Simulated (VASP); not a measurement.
The system is SrTiO3.

```
CELL_PARAMETERS angstrom
3.86584 0.00000 0.00000
0.00000 3.86584 0.00000
0.00000 0.00000 3.86584
ATOMIC_POSITIONS crystal
Sr 0.50000 0.50000 0.50000
Ti 0.00000 0.00000 0.00000
O 0.50000 0.00000 0.00000
O 0.00000 0.50000 0.00000
O 0.00000 0.00000 0.50000
```

| Property | Result |
| --- | --- |
| Program | VASP 6.6.1 |
| Task | relaxation of cell and atoms |
| Functional | PBE |
| Potentials or basis | VASP PAW PBE potentials, release 64 (Sr_sv, Ti_sv, O) |
| Cutoff | 600 eV |
| k mesh | 5 × 5 × 5, shifted |
| Occupations | fermi-dirac, width 0.1 eV |
| Spin | no spin polarisation |

At the start: pressure 10.9 GPa; volume 11.55 Å³/atom.

Question: How do energy, volume and symmetry change on relaxing?

Answer: Over 3 steps the energy falls by 22.0 meV/atom and the volume is 12.24 Å³/atom (+5.9 %); space group Pm-3m (No. 221, to 0.05 Å).

Step by step:
| step | energy change (eV) | largest force (eV/Å) | pressure (GPa) | volume (Å³) |
| --- | --- | --- | --- | --- |
| 1 | 0.0000 | 0.0000 | 10.90 | 57.77 |
| 2 | -0.0189 | 0.0000 | -8.14 | 64.60 |
| 3 | -0.1101 | 0.0000 | -0.10 | 61.21 |

Final structure:
```xyz
5
Lattice="3.9409 0.0000 0.0000 0.0000 3.9409 0.0000 0.0000 0.0000 3.9409" Properties=species:S:1:pos:R:3 pbc="T T T"
Sr    1.9705    1.9705    1.9705
Ti    0.0000    0.0000    0.0000
O     1.9705    0.0000    0.0000
O     0.0000    1.9705    0.0000
O     0.0000    0.0000    1.9705
```
